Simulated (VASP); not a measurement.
Set up this calculation in VASP 6.6.1, as the native input.

```
Task                   : single point
Functional             : LDA
Potentials or basis    : VASP PAW LDA potentials, release 64 (C, Si)
Cutoff                 : 600 eV
k mesh                 : 16 × 16 × 16
Occupations            : gaussian, width 0.02 eV
Spin                   : no spin polarisation
Dipole correction      : no
Further INCAR settings : ALGO = Normal; EDIFF = 1e-06; NBANDS = 11
```

The structure of SiC (lda) lies in POSCAR:

```
SiC
1.0
    0.0000000000      1.7891776428      1.7891776428
    1.7891776428      0.0000000000      1.7891776428
    1.7891776428      1.7891776428      0.0000000000
C Si
1 1
Direct
    0.0000000000      0.0000000000      0.0000000000
    0.5000000000      0.5000000000      0.5000000000
```

These files were run (other wordings do the same):

INCAR

```
PREC = Accurate
ENCUT = 600
EDIFF = 1E-6
ISMEAR = 0
SIGMA = 0.02
LREAL = F
LASPH = T
NELM = 120
ALGO = Normal
ISIF = 2
LWAVE = F
LCHARG = T
LELF = T
LVHAR = T
NBANDS = 11
GGA_COMPAT = F
```

KPOINTS

```
Automatic mesh
0
Gamma
  16 16 16
```

Potentials or basis: VASP PAW LDA potentials, release 64 (C, Si).

Launch:

```sh
$ cat potpaw_LDA.64/C/POTCAR potpaw_LDA.64/Si/POTCAR > POTCAR
$ mpirun -np 1 vasp_std > vasp.out
```

Results of the run:

```
Pressure               : 188.4 GPa
Band gap on the k mesh : 0.51 eV, indirect (least direct gap 6.44 eV)
```

It took 17 s on 1 thread of Intel(R) Xeon(R) Platinum 8488C (Sapphire Rapids), on a shared host, peak memory 0.13 GiB.
